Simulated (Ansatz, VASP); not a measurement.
# BN: VASP beside Ansatz

File INCAR:

```
  PREC = Accurate
  ENCUT = 520
  EDIFF = 1E-7
  ISMEAR = 0
  SIGMA = 0.05
  LREAL = F
  LASPH = T
  NELM = 80
  ALGO = Normal
  ISIF = 2
  LWAVE = F
  LCHARG = F
  GGA = PE
  NBANDS = 36
```

The input KPOINTS:

```
regular mesh
0
Gamma
  10 10 2
```

File POSCAR:

```
BN
1.0
   -2.5545800960      0.0000000000      0.0000000000
   -1.2772900480     -2.2123312592      0.0000000000
   -0.7663740288      0.0000000000     12.6735436055
B N
6 6
Direct
    0.5979310812      0.6666666667      0.2291186182
    0.4979310812      0.6666666667      0.5624519516
    0.3979310812      0.6666666667      0.8957852849
    0.3145977479      0.3333333333      0.0624519516
    0.2145977479      0.3333333333      0.3957852849
    0.1145977479      0.3333333333      0.7291186182
    0.6353922521      0.6666666667      0.1042480484
    0.5353922521      0.6666666667      0.4375813818
    0.4353922521      0.6666666667      0.7709147151
    0.0520589188      0.3333333333      0.9375813818
    0.2520589188      0.3333333333      0.2709147151
    0.1520589188      0.3333333333      0.6042480484
```

Input for Ansatz:

```yaml
crystal:
  lattice:
    - [-2.554580096, 0.0, 0.0]
    - [-1.277290048, -2.2123312592, 0.0]
    - [-0.7663740288, 0.0, 12.6735436055]
  atoms:
    - { symbol: B, position: [0.5979310812, 0.6666666667, 0.2291186182] }
    - { symbol: B, position: [0.4979310812, 0.6666666667, 0.5624519516] }
    - { symbol: B, position: [0.3979310812, 0.6666666667, 0.8957852849] }
    - { symbol: B, position: [0.3145977479, 0.3333333333, 0.0624519516] }
    - { symbol: B, position: [0.2145977479, 0.3333333333, 0.3957852849] }
    - { symbol: B, position: [0.1145977479, 0.3333333333, 0.7291186182] }
    - { symbol: "N", position: [0.6353922521, 0.6666666667, 0.1042480484] }
    - { symbol: "N", position: [0.5353922521, 0.6666666667, 0.4375813818] }
    - { symbol: "N", position: [0.4353922521, 0.6666666667, 0.7709147151] }
    - { symbol: "N", position: [0.0520589188, 0.3333333333, 0.9375813818] }
    - { symbol: "N", position: [0.2520589188, 0.3333333333, 0.2709147151] }
    - { symbol: "N", position: [0.1520589188, 0.3333333333, 0.6042480484] }
basis:
  ecutwfc: 420
kpoints:
  mp_grid: { grid: [10, 10, 2] }
hamiltonian:
  xc: pbe
scf:
  occupations: { method: gaussian, width: 0.05 }
output:
  forces: true
  stress: true
  eigenvalues: true
```

Alike in both runs: task single point; functional PBE; k mesh 10 × 10 × 2; occupations gaussian, width 0.05 eV; no spin polarisation.

|  | VASP | Ansatz |
| --- | --- | --- |
| version | VASP 6.6.1 | Ansatz 0.2.0 |
| potentials or method | VASP PAW PBE potentials, release 64 (B, N), cutoff 520 eV | scalar-relativistic, plane waves, PAW |
| valence electrons in the cell | 48 | 48 |

|  | VASP | Ansatz | Ansatz less VASP |
| --- | --- | --- | --- |
| gap on the k mesh at the Fermi level (eV) | 3.84 | 3.84 | +0.006 |
| least direct gap on the mesh (eV) | 5.56 | 5.57 | +0.008 |
| pressure (GPa) | 0.5 | 0.2 | -0.22 |
| traceless stress, the component that is largest in VASP (GPa) | 14.68 | 14.66 | -0.015 |
| rms of the force components (eV/Å) | 0.757 | 0.757 | +0.0006 |

Atom by atom the forces differ by 0.003 eV/Å (rms over components).
